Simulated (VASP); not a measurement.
HC18O, 20 atoms in the cell. The cell holds a slab with vacuum, 20 atoms: a = 7.398 Å, b = 7.398 Å, c = 13.000 Å, α = 90.00°, β = 90.00°, γ = 120.00°. 

* Program: VASP 6.6.1
* Task: single point
* Functional: LDA
* Potentials or basis: VASP PAW LDA potentials, release 64 (C, O, H)
* Cutoff: 520 eV
* k mesh: 2 × 2 × 1
* Occupations: fermi-dirac, width 0.02 eV
* Spin: collinear spin, ferromagnetic start
* Starting moments: [0.0, 0.0, 0.0, 0.0, 0.0, 0.0, 0.0, 0.0, 0.0, 0.0, 0.0, 0.0, 0.0, 0.0, 0.0, 0.0, 0.0, 0.0, 1.0, 0.0] μB
* Dipole correction: no
* Further INCAR settings: LREAL = Auto; ALGO = Normal; EDIFF = 1e-07; NBANDS = 60

Potentials or basis: VASP PAW LDA potentials, release 64 (C, O, H).

Command:

```console
$ cat potpaw_LDA.64/C/POTCAR potpaw_LDA.64/O/POTCAR potpaw_LDA.64/H/POTCAR > POTCAR
$ mpirun -np 1 vasp_std > vasp.out
```

Hardware: 1 thread of Intel(R) Xeon(R) Platinum 8259CL CPU @ 2.50GHz (Skylake/Cascade Lake), on a shared host.

Task: Estimate the wall time of this run.

Result: Wall time 11 min on 1 thread of Intel(R) Xeon(R) Platinum 8259CL CPU @ 2.50GHz (Skylake/Cascade Lake) (shared host), peak memory 0.64 GiB. Counts: scf iterations 27, k points 4.
